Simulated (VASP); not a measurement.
Write the native input for VASP 6.6.1 that does the following.

- Task: single point
- Functional: LDA
- Potentials or basis: VASP PAW LDA potentials, release 64 (Fe_sv)
- Cutoff: 600 eV
- k mesh: 13 × 13 × 13
- Occupations: fermi-dirac, width 0.1 eV
- Spin: no spin polarisation
- Dipole correction: no
- Further INCAR settings: ALGO = Normal; EDIFF = 1e-06; NBANDS = 23

The structure of Fe lies in POSCAR:

```
Fe
1.0
    0.0000000000      2.3459480511      2.3459480511
    2.3459480511      0.0000000000      2.3459480511
    2.3459480511      2.3459480511      0.0000000000
Fe
2
Direct
    0.1250000000      0.1250000000      0.1250000000
    0.8750000000      0.8750000000      0.8750000000
```

This isn't the form of Fe at room conditions, which is bcc.

One way to write it, as run:

INCAR

```
SYSTEM = Fe
  PREC = Accurate
  ENCUT = 600
  EDIFF = 1E-6
  ISMEAR = -1
  SIGMA = 0.1
  LREAL = .False.
  LASPH = .True.
  NELM = 120
  ALGO = Normal
  ISIF = 2
  LWAVE = .False.
  LCHARG = .False.
  GGA = CA
  NBANDS = 23
  GGA_COMPAT = .False.
```

KPOINTS

```
Automatic mesh
0
Gamma
  13 13 13
  0 0 0
```

Potentials or basis: VASP PAW LDA potentials, release 64 (Fe_sv).

Launch:

```sh
$ cat potpaw_LDA.64/Fe_sv/POTCAR > POTCAR
$ mpirun -np 1 vasp_std > vasp.out
```

Results of the run:

- Pressure: 5.8 GPa
- Band gap on the k mesh: zero (bands 16 and 17 overlap by 0.92 eV)

Caveat: the cell stands under pressure; the run has no spin polarisation, though such a crystal can be magnetic.

Run time: 45 s on 1 thread of AMD EPYC 7R13 Processor (Zen 3), on a shared host, peak memory 0.14 GiB.
